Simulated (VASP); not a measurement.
# Hf2S (P6_3/mmc) in VASP: a series of runs

Runs on Hf2S. Level: PBEsol. Tasks: single point.

All numbers are computed with VASP 6.6.1; they aren't measurements. Logs are shortened: lines on timing, memory, paths and dates and some standing lists are left out, and cuts for length are marked.

### 1 The cell of the first run

It takes space group P6_3/mmc (No. 194, hexagonal). Conventional cell: a = 3.296 Å, b = 3.296 Å, c = 12.014 Å, α = 90.00°, β = 90.00°, γ = 120.00°. Hf (site symmetry 3m) has 3 S at 2.61 Å and 9 Hf at 3.09 to 3.30 Å within 3.4 Å. Within 3.4 Å of S (site symmetry -6m2) lie 6 Hf at 2.61 Å and 6 S at 3.30 Å.

### 2 Single point, PBEsol (strain -0.015 along x and y, +0.030 along z)

Input file INCAR:

```
SYSTEM = Hf2S
PREC = Accurate
ENCUT = 520
EDIFF = 1E-6
ISMEAR = 0
SIGMA = 0.15
LREAL = .FALSE.
LASPH = .TRUE.
NELM = 80
ALGO = Normal
ISIF = 2
LWAVE = .FALSE.
LCHARG = .FALSE.
GGA = PS
NBANDS = 35
```

Input file KPOINTS:

```
Automatic mesh
0
G
  18 18 4
  0 0 0
```

Input file POSCAR:

```
Hf2S
1.0
    3.2963330598      0.0000000000      0.0000000000
   -1.6481665299      2.8547081692      0.0000000000
    0.0000000000      0.0000000000     12.0141629178
Hf S
4 2
Direct
    0.6666666667      0.3333333333      0.8986176343
    0.3333333333      0.6666666667      0.3986176343
    0.6666666667      0.3333333333      0.6013823657
    0.3333333333      0.6666666667      0.1013823657
    0.0000000000      0.0000000000      0.7500000000
    0.0000000000      0.0000000000      0.2500000000
```

Potentials or basis: VASP PAW PBE potentials, release 64 (Hf_pv, S).

The run is started by

```sh
> cat potpaw_PBE.64/Hf_pv/POTCAR potpaw_PBE.64/S/POTCAR > POTCAR
> mpirun -np 1 vasp_std > vasp.out
```

OUTCAR:

```text
SYSTEM = Hf2S
   PREC = Accurate
   ENCUT = 520
   EDIFF = 1E-6
   ISMEAR = 0
   LREAL = .FALSE.
   LASPH = .TRUE.
   NELM = 80
   ISIF = 2
   GGA = PS

 ion  position               nearest neighbor table
   1  0.667  0.333  0.899-   5 2.61   5 2.61   5 2.61   4 3.09   4 3.09   4 3.09   3 3.57
   2  0.333  0.667  0.399-   6 2.61   6 2.61   6 2.61   3 3.09   3 3.09   3 3.09   4 3.57
   3  0.667  0.333  0.601-   5 2.61   5 2.61   5 2.61   2 3.09   2 3.09   2 3.09   1 3.57
   4  0.333  0.667  0.101-   6 2.61   6 2.61   6 2.61   1 3.09   1 3.09   1 3.09   2 3.57
   5  0.000  0.000  0.750-   1 2.61   3 2.61   1 2.61   3 2.61   1 2.61   3 2.61
   6  0.000  0.000  0.250-   2 2.61   4 2.61   2 2.61   4 2.61   2 2.61   4 2.61

  LATTYP: Found a hexagonal cell.
 ALAT       =     3.2963330598
 C/A-ratio  =     3.6447054044

  Lattice vectors:

 A1 = (   3.2963330598,   0.0000000000,   0.0000000000)
 A2 = (  -1.6481665299,   2.8547081692,   0.0000000000)
 A3 = (   0.0000000000,   0.0000000000,  12.0141629178)

Analysis of symmetry for initial positions (statically):
=====================================================================
 Subroutine PRICEL returns:
 Original cell was already a primitive cell.

 Routine SETGRP: Setting up the symmetry group for a
 hexagonal supercell.

 Subroutine GETGRP returns: Found 24 space group operations
 (whereof 12 operations were pure point group operations)
 out of a pool of 24 trial point group operations.

The static configuration has the point symmetry D_3d.
 The point group associated with its full space group is D_6h.

Analysis of symmetry for dynamics (positions and initial velocities):
=====================================================================
 Subroutine PRICEL returns:
 Original cell was already a primitive cell.

 Routine SETGRP: Setting up the symmetry group for a
 hexagonal supercell.

 Subroutine GETGRP returns: Found 24 space group operations
 (whereof 12 operations were pure point group operations)
 out of a pool of 24 trial point group operations.

The dynamic configuration has the point symmetry D_3d.
 The point group associated with its full space group is D_6h.

 Subroutine INISYM returns: Found 24 space group operations
 (whereof 12 operations are pure point group operations),
 and found     1 'primitive' translations

----------------------------------------------------------------------------------------

                                     Primitive cell

  volume of cell :     113.0541

  direct lattice vectors                    reciprocal lattice vectors
     3.296333060  0.000000000  0.000000000     0.303367403  0.175149252  0.000000000
    -1.648166530  2.854708169  0.000000000     0.000000000  0.350298504  0.000000000
     0.000000000  0.000000000 12.014162918     0.000000000  0.000000000  0.083235096

  length of vectors
     3.296333060  3.296333060 12.014162918     0.350298504  0.350298504  0.083235096

  position of ions in fractional coordinates (direct lattice)
     0.666666667  0.333333333  0.898617634
     0.333333333  0.666666667  0.398617634
     0.666666667  0.333333333  0.601382366
     0.333333333  0.666666667  0.101382366
     0.000000000  0.000000000  0.750000000
     0.000000000  0.000000000  0.250000000

  ion indices of the primitive-cell ions
   primitive index   ion index
                 1           1
                 2           2
                 3           3
                 4           4
                 5           5
                 6           6

----------------------------------------------------------------------------------------

 KPOINTS: Automatic mesh

Automatic generation of k-mesh.
 Grid dimensions read from file:
 generate k-points for:   18   18    4

 Generating k-lattice:

  Cartesian coordinates                     Fractional coordinates (reciprocal lattice)
     0.016853745  0.009730514  0.000000000     0.055555556 -0.000000000  0.000000000
     0.000000000  0.019461028  0.000000000     0.000000000  0.055555556  0.000000000
     0.000000000  0.000000000  0.020808774     0.000000000  0.000000000  0.250000000

  Length of vectors
     0.019461028  0.019461028  0.020808774

  Shift w.r.t. Gamma in fractional coordinates (k-lattice)
     0.000000000  0.000000000  0.000000000

 Subroutine IBZKPT returns following result:
 ===========================================

 Found    111 irreducible k-points:

 Following reciprocal coordinates:
            Coordinates               Weight
  0.000000  0.000000  0.000000      1.000000
  0.055556  0.000000  0.000000      6.000000
  0.111111  0.000000  0.000000      6.000000
  0.166667  0.000000  0.000000      6.000000
  0.222222  0.000000  0.000000      6.000000
  0.277778  0.000000  0.000000      6.000000
[... 16 lines left out ...]
  0.333333  0.111111  0.000000     12.000000
  0.388889  0.111111  0.000000     12.000000
 [... further k-points ...]
   k-points           NKPTS =    111   k-points in BZ     NKDIM =    111   number of bands    NBANDS=     35
   number of dos      NEDOS =    301   number of ions     NIONS =      6
   total plane-waves  NPLWV =  70560
   dimension x,y,z NGX =    28 NGY =   28 NGZ =   90
   dimension x,y,z NGXF=    56 NGYF=   56 NGZF=  180
   ions per type =               4   2
   NGX,Y,Z   is equivalent  to a cutoff of  14.12, 14.12, 12.45 a.u.
   NGXF,Y,Z  is equivalent  to a cutoff of  28.24, 28.24, 24.91 a.u.
 SYSTEM =  Hf2S
   PREC   = accura    normal or accurate (medium, high low for compatibility)
   ISTART =      0    job   : 0-new  1-cont  2-samecut
   ICHARG =      2    charge: 1-file 2-atom 10-const
   ISPIN  =      1    spin polarized calculation?
   LNONCOLLINEAR =      F non collinear calculations
   LSORBIT =      F    spin-orbit coupling
   LASPH  =      T    aspherical Exc in radial PAW
   ENCUT  =  520.0 eV  38.22 Ry    6.18 a.u.   6.13  6.13 22.34*2*pi/ulx,y,z
   NELM   =     80;   NELMIN=  2; NELMDL= -5     # of ELM steps
   EDIFF  = 0.1E-05   stopping-criterion for ELM
   LREAL  =      F    real-space projection
   EDIFFG = 0.1E-04   stopping-criterion for IOM
   NSW    =      0    number of steps for IOM
   IBRION =     -1    ionic relax: 0-MD 1-quasi-New 2-CG
   NFREE  =      0    steps in history (QN), initial steepest desc. (CG)
   ISIF   =      2    stress and relaxation
   ISYM   =      2    0-nonsym 1-usesym 2-fastsym
   POTIM  = 0.5000    time-step for ionic-motion
   TEBEG  =    0.0;   TEEND  =   0.0 temperature during run
   PSTRESS=    0.0 pullay stress
   NELECT =      52.0000    total number of electrons
   NUPDOWN=      -1.0000    fix difference up-down
   EMIN   =  10.00;   EMAX   =-10.00  energy-range for DOS
   EFERMI =   0.00;   METHOD = LEGACY
   ISMEAR =     0;   SIGMA  =   0.15  broadening in eV -4-tet -1-fermi 0-gaus
   EFERMI_NEDOS =   21; number of points for ismear=-14 and -15
   IALGO  =     38    algorithm
   IMIX   =      4    mixing-type and parameters
     AMIX     =   0.40;   BMIX     =  1.00
     AMIX_MAG =   1.60;   BMIX_MAG =  1.00
  volume/ion in A,a.u.               =      18.84       127.15
  Fermi-wavevector in a.u.,A,eV,Ry     =   1.263709  2.388064 21.727975  1.596961
  Thomas-Fermi vector in A             =   2.397052
   LORBIT       =      0    0 simple, 1 ext, 2 COOP (PROOUT), +10 PAW based schemes
   GGA     = PS    functional components
   LHFCALC =     F    Hartree Fock is set to
   AEXX    =    0.0000 exact exchange contribution
   IVDW    =     0    specifies the selected vdW correction
   LEPSILON=     F    determine dielectric tensor
   LRPA    =     F    only Hartree local field effects (RPA)
 non-spin polarized calculation
 Gauss-broadening in eV      SIGMA  =   0.15
  energy-cutoff  :      520.00
  volume of cell :      113.05
 maximum number of plane-waves:      3074
 NGX is ok and might be reduce to    28
   NGX = 13   NGY = 13   NGZ = 45

 number of electron      52.0000001 magnetization

 Free energy of the ion-electron system (eV)
  ---------------------------------------------------
  ext. energy  EPLUGINS =         0.00000000
  ---------------------------------------------------
  free energy    TOTEN  =       -57.39996847 eV

  energy without entropy =      -57.36526843  energy(sigma->0) =      -57.38261845

 E-fermi :   6.4237     XC(G=0): -11.6192

 val. band max:        6.4164752026   @ k =   0.3333   0.3333   0.0000
 cond. band min:       6.4282751193   @ k =   0.1667   0.0000   0.2500
 fundamental gap:      0.0117999167
 Fermi energy:         6.4237303344

 k-point     1 :       0.0000    0.0000    0.0000
  band No.  band energies     occupation
      1     -24.7378      2.00000
      2     -24.6297      2.00000
      3     -24.3073      2.00000
      4     -24.1887      2.00000
      5     -24.1374      2.00000
      6     -24.1374      2.00000
[... 27 lines left out ...]
     34       8.5088      0.00000
     35       9.4176      0.00000

 k-point     2 :       0.0556    0.0000    0.0000
  band No.  band energies     occupation
      1     -24.7327      2.00000
      2     -24.6256      2.00000
      3     -24.3135      2.00000
      4     -24.2026      2.00000
      5     -24.1450      2.00000
      6     -24.1415      2.00000
[... 27 lines left out ...]
     34       8.6057      0.00000
     35       9.2636      0.00000

 k-point     3 :       0.1111    0.0000    0.0000
  band No.  band energies     occupation
      1     -24.7179      2.00000
      2     -24.6138      2.00000
      3     -24.3337      2.00000
      4     -24.2413      2.00000
      5     -24.1651      2.00000
      6     -24.1533      2.00000
[... 27 lines left out ...]
     34       8.8254      0.00000
     35       9.1083      0.00000
[... 723 lines left out ...]
 k-point    23 :       0.3333    0.1111    0.0000
  band No.  band energies     occupation
      1     -24.6181      2.00000
      2     -24.5858      2.00000
      3     -24.5696      2.00000
      4     -24.5445      2.00000
      5     -24.3908      2.00000
      6     -24.3385      2.00000
[... 27 lines left out ...]
     34      10.0334      0.00000
     35      10.5898      0.00000

 k-point    24 :       0.3889    0.1111    0.0000
  band No.  band energies     occupation
      1     -24.6245      2.00000
      2     -24.6157      2.00000
      3     -24.5902      2.00000
      4     -24.5682      2.00000
      5     -24.3775      2.00000
      6     -24.3257      2.00000
[... 27 lines left out ...]
     34      10.2426      0.00000
     35      11.0555      0.00000

 [... further k-points ...]
[... 5 lines left out ...]
  --------------------------------------------------------------------------------------
  -------------------------------------------------------------------------------------
  Total        0.8794582      0.8794582     -4.0428318      0.0000000     -0.0000000      0.0000000
  in kB       12.4634840     12.4634840    -57.2941041      0.0000000     -0.0000000      0.0000000
  external PRESSURE =     -10.7890454 kB  Pullay stress =       0.0000000 kB

 VOLUME and BASIS-vectors are now :
 -----------------------------------------------------------------------------
  energy-cutoff  :      520.00
  volume of cell :      113.05
      direct lattice vectors                 reciprocal lattice vectors
     3.296333060  0.000000000  0.000000000     0.303367403  0.175149252  0.000000000
    -1.648166530  2.854708169  0.000000000     0.000000000  0.350298504  0.000000000
     0.000000000  0.000000000 12.014162918     0.000000000  0.000000000  0.083235096

 POSITION                                       TOTAL-FORCE (eV/Angst)
 -----------------------------------------------------------------------------------
      1.64817      0.95157     10.79614        -0.000000      0.000000      0.122861
     -0.00000      1.90314      4.78906        -0.000000     -0.000000      0.122861
      1.64817      0.95157      7.22511        -0.000000     -0.000000     -0.122861
     -0.00000      1.90314      1.21802         0.000000     -0.000000     -0.122861
      0.00000      0.00000      9.01062         0.000000     -0.000000      0.000000
      0.00000      0.00000      3.00354         0.000000     -0.000000      0.000000
 -----------------------------------------------------------------------------------
    total drift:                                0.000000     -0.000000      0.000000

  FREE ENERGIE OF THE ION-ELECTRON SYSTEM (eV)
  ---------------------------------------------------
  free  energy   TOTEN  =       -57.3999684674 eV

  energy  without entropy=      -57.3652684344  energy(sigma->0) =      -57.38261845
```

Run time: 6.3 min. Hardware: 1 thread of Intel Xeon Platinum 8488C (Sapphire Rapids), shared host; peak memory 0.48 GiB.

Results:

- Free energy: -57.4000 eV
- Pressure: -1.1 GPa
- Largest force: 0.123 eV/Å
- Band gap on the k mesh: zero (band 26 reaches 7.08 eV, above the bottom of band 27 at 5.93 eV)

Forces in eV/Å, atoms in the order of the input:
```
Hf   0.000  0.000  0.123
Hf   0.000  0.000  0.123
Hf   0.000  0.000 -0.123
Hf   0.000  0.000 -0.123
S    0.000  0.000  0.000
S    0.000  0.000  0.000
```

Caveat: the cell differs from its parent crystal (strain -0.015 along x and y, +0.030 along z); the PAW data sets were made with another functional, which shifts forces and pressure a little; spin-orbit coupling is left out, which moves the levels of the heavy elements.

### 3 Single point, PBEsol (strain +0.000 along x and y, +0.015 along z)

Input file INCAR:

```
SYSTEM = Hf2S
PREC = Accurate
ENCUT = 520
EDIFF = 1E-6
ISMEAR = 0
SIGMA = 0.15
LREAL = .False.
LASPH = .True.
NELM = 80
ALGO = Normal
ISIF = 2
LWAVE = .False.
LCHARG = .False.
GGA = PS
NBANDS = 35
```

Input file KPOINTS:

```
regular mesh
0
Gamma
  18 18 4
  0 0 0
```

Edit POSCAR of step 2 so:

```diff
@@ -2,5 +2,5 @@
 1.0
-    3.2963330598      0.0000000000      0.0000000000
-   -1.6481665299      2.8547081692      0.0000000000
-    0.0000000000      0.0000000000     12.0141629178
+    3.3465310252      0.0000000000      0.0000000000
+   -1.6732655126      2.8981808824      0.0000000000
+    0.0000000000      0.0000000000     11.8391993801
 Hf S
```

Potentials or basis: VASP PAW PBE potentials, release 64 (Hf_pv, S).

The run is started by

```sh
> cat potpaw_PBE.64/Hf_pv/POTCAR potpaw_PBE.64/S/POTCAR > POTCAR
> mpirun -np 1 vasp_std > vasp.out
```

Wall time 6.1 min (1 thread of Intel Xeon Platinum 8488C (Sapphire Rapids), shared host); peak memory 0.48 GiB.

It converged, with:

* Free energy: -57.4458 eV
* Pressure: -2.8 GPa
* Largest force: 0.052 eV/Å
* Band gap on the k mesh: zero (band 26 reaches 6.85 eV, above the bottom of band 27 at 5.79 eV)

Forces in eV/Å, atoms in the order of the input:
```
Hf   0.000  0.000  0.052
Hf   0.000  0.000  0.052
Hf   0.000  0.000 -0.052
Hf   0.000  0.000 -0.052
S    0.000  0.000  0.000
S    0.000  0.000  0.000
```

Stress tensor (GPa, compression positive):
```
-1.94  0.00  0.00
 0.00 -1.94  0.00
 0.00  0.00 -4.46
```

Levels at points of the mesh, in eV from the Fermi level:
```tsv
k point	band 24	band 25	band 26	band 27	band 28	band 29
(0.00, 0.00, 0.00)	-0.15	-0.14	0.53	0.53	0.60	0.60
(0.50, 0.00, 0.00)	-1.37	-1.19	-0.72	-0.53	0.90	0.93
(0.00, 0.00, 0.50)	-1.21	0.47	0.47	0.47	0.47	1.29
(0.50, 0.00, 0.50)	-1.78	-0.97	-0.97	0.25	0.25	1.48
```

Caveat: the cell differs from its parent crystal (strain +0.000 along x and y, +0.015 along z); the PAW data sets were made with another functional, which shifts forces and pressure a little; spin-orbit coupling is left out, which moves the levels of the heavy elements.

### 4 Single point, PBEsol (strain +0.030 along x and y, -0.030 along z)

Input file INCAR:

```
SYSTEM = Hf2S
ALGO = Normal ; EDIFF = 1E-6
ENCUT = 520 ; GGA = PS
ISIF = 2 ; ISMEAR = 0
LASPH = .True. ; LCHARG = .False.
LREAL = .False. ; LWAVE = .False.
NBANDS = 35 ; NELM = 60
PREC = Accurate ; SIGMA = 0.15
```

Input file KPOINTS:

```
k-points
0
Gamma
  18 18 4
  0 0 0
```

Edit POSCAR of step 3 so:

```diff
@@ -2,5 +2,5 @@
 1.0
-    3.3465310252      0.0000000000      0.0000000000
-   -1.6732655126      2.8981808824      0.0000000000
-    0.0000000000      0.0000000000     11.8391993801
+    3.4469269560      0.0000000000      0.0000000000
+   -1.7234634780      2.9851263089      0.0000000000
+    0.0000000000      0.0000000000     11.3143087672
 Hf S
```

The run is started by

```sh
> cat potpaw_PBE.64/Hf_pv/POTCAR potpaw_PBE.64/S/POTCAR > POTCAR
> mpirun -np 1 vasp_std > vasp.out
```

It took 6.4 min on 1 thread of Intel Xeon Platinum 8488C (Sapphire Rapids), shared host; peak memory 0.48 GiB.

Results (log left out):

| Quantity | Value |
| --- | --- |
| Free energy | -57.2981 eV |
| Pressure | -3.1 GPa |
| Largest force | 0.152 eV/Å |
| Band gap on the k mesh | zero (band 26 reaches 6.53 eV, above the bottom of band 27 at 5.63 eV) |

Forces in eV/Å, atoms in the order of the input:
```
Hf   0.000  0.000 -0.152
Hf   0.000  0.000 -0.152
Hf   0.000  0.000  0.152
Hf   0.000  0.000  0.152
S    0.000  0.000  0.000
S    0.000  0.000  0.000
```

Stress tensor (GPa, compression positive):
```
-6.16  0.00  0.00
 0.00 -6.16  0.00
 0.00  0.00  2.99
```

Levels at points of the mesh, in eV from the Fermi level:
```csv
k point,band 22,band 23,band 24,band 25,band 26,band 27,band 28,band 29,band 30,band 31
"(0.00, 0.00, 0.00)",-2.80,-1.23,-0.14,0.29,0.29,0.35,0.43,0.43,0.58,0.58
"(0.50, 0.00, 0.00)",-2.15,-1.70,-1.22,-1.06,-0.71,-0.57,0.78,1.38,2.32,3.35
"(0.00, 0.00, 0.50)",-3.45,-1.02,-1.02,0.20,0.20,0.20,0.20,1.48,1.48,1.48
"(0.50, 0.00, 0.50)",-2.21,-1.60,-1.60,-1.03,-1.03,0.49,0.49,1.33,1.33,4.00
```

Caveat: the cell differs from its parent crystal (strain +0.030 along x and y, -0.030 along z); the PAW data sets were made with another functional, which shifts forces and pressure a little; spin-orbit coupling is left out, which moves the levels of the heavy elements.

### 5 Summary

```tsv
cell	gap on the mesh (eV)	pressure (GPa)	largest force (eV/Å)
a = 3.296, b = 3.296, c = 12.014 Å, angles 90.0, 90.0, 120.0°, 6 atoms	none	-1.1	0.12
a = 3.347, b = 3.347, c = 11.839 Å, angles 90.0, 90.0, 120.0°, 6 atoms	none	-2.8	0.05
a = 3.447, b = 3.447, c = 11.314 Å, angles 90.0, 90.0, 120.0°, 6 atoms	none	-3.1	0.15
```

Alike in all rows: task single point; level PBEsol; potentials or basis VASP PAW PBE potentials, release 64 (Hf_pv, S); no spin polarisation; k mesh 18 × 18 × 4; cutoff (eV) 520; smearing gaussian 0.15 eV.

Caveats: the PAW data sets were made with another functional, which shifts forces and pressure a little; spin-orbit coupling is left out, which moves the levels of the heavy elements.

Absolute energies hang on the potentials; compare differences alone.
